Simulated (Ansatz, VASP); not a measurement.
**B in VASP and in Ansatz**

Contents of POSCAR:

```
B
1.0
    0.0000000000      2.1052250853      2.1052250853
    2.1052250853      0.0000000000      2.1052250853
    2.1052250853      2.1052250853      0.0000000000
B
2
Direct
    0.1250000000      0.1250000000      0.1250000000
    0.8750000000      0.8750000000      0.8750000000
```

File INCAR.step1:

```
PREC = Accurate ; ENCUT = 520
ISMEAR = -1 ; SIGMA = 0.1
LREAL = False ; LASPH = True
NELM = 100 ; NBANDS = 10
GGA = PE ; ALGO = Normal
EDIFF = 1E-4 ; LWAVE = True
LCHARG = False
```

INCAR.step2

```
PREC = Accurate ; ENCUT = 520
EDIFF = 1E-7 ; ISMEAR = -1
SIGMA = 0.1 ; LREAL = False
LASPH = True ; NELM = 100
ALGO = Normal ; ISIF = 2
LWAVE = False ; LCHARG = False
METAGGA = R2SCAN ; LMIXTAU = True
NBANDS = 10 ; ISTART = 1
```

The input KPOINTS:

```
Automatic mesh
0
Gamma
  15 15 15
```

Input for Ansatz:

```yaml
crystal:
  lattice:
    - [0.0, 2.1052250853, 2.1052250853]
    - [2.1052250853, 0.0, 2.1052250853]
    - [2.1052250853, 2.1052250853, 0.0]
  atoms:
    - { symbol: B, position: [0.125, 0.125, 0.125] }
    - { symbol: B, position: [0.875, 0.875, 0.875] }
hamiltonian:
  xc: r2scan
  pseudopotentials:
    kind: paw
    azcp:
      B: "pseudopotentials/B.paw.azcp"
basis:
  ecutwfc: 500
  fft_grid_basis: typed
kpoints:
  mp_grid: { grid: [15, 15, 15], shift: [0, 0, 0] }
magnetization:
  spin_polarized: false
scf:
  occupations: { method: fermi_dirac, width: 0.1 }
  lower_state_search: "off"
output:
  stress: true
  write_density: true
  write_potential: true
  elf: true
  volumetric_format: npy
```

Alike in both runs: task single point; functional r2SCAN; k mesh 15 × 15 × 15; occupations fermi-dirac, width 0.1 eV; no spin polarisation.

|  | VASP | Ansatz |
| --- | --- | --- |
| version | VASP 6.6.1 | Ansatz 0.2.0 |
| potentials or method | VASP PAW PBE potentials, release 64 (B), cutoff 520 eV | plane waves (500 eV) with PAW, scalar-relativistic |
| valence electrons in the cell | 6 | 6 |

|  | VASP | Ansatz | Ansatz less VASP |
| --- | --- | --- | --- |
| pressure (GPa) | -16.7 | -16.7 | +0.01 |

VASP's potentials were made for PBE, not for r2SCAN.
